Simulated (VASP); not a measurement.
A run of VASP 6.6.1:

The input INCAR:

```
PREC = Accurate
ENCUT = 520
EDIFF = 1E-6
ISMEAR = 0
SIGMA = 0.1
LREAL = F
LASPH = T
NELM = 100
ALGO = Normal
ISIF = 2
LWAVE = F
LCHARG = T
GGA = PS
LELF = T
LVHAR = T
NBANDS = 15
```

KPOINTS

```
Automatic mesh
0
Gamma
  4 4 4
```

POSCAR

```
RbBr
1.0
    0.0000000000      3.4275000000      3.4275000000
    3.4275000000      0.0000000000      3.4275000000
    3.4275000000      3.4275000000      0.0000000000
Rb Br
1 1
Direct
    0.0000000000      0.0000000000      0.0000000000
    0.5000000000      0.5000000000      0.5000000000
```

Potentials or basis: VASP PAW PBE potentials, release 64 (Rb_sv, Br).

Run with:

```console
$ cat potpaw_PBE.64/Rb_sv/POTCAR potpaw_PBE.64/Br/POTCAR > POTCAR
$ mpirun -np 1 vasp_std > vasp.out
```

Hardware: 1 thread of AMD EPYC 7R43 64-Core Processor (Zen 3), on a shared host.

Problem. How long does it take, and how much memory?

Solution. Run time: 22 s on 1 thread of AMD EPYC 7R43 64-Core Processor (Zen 3), on a shared host, peak memory 0.16 GiB. Counts: scf iterations 13, k points 8.
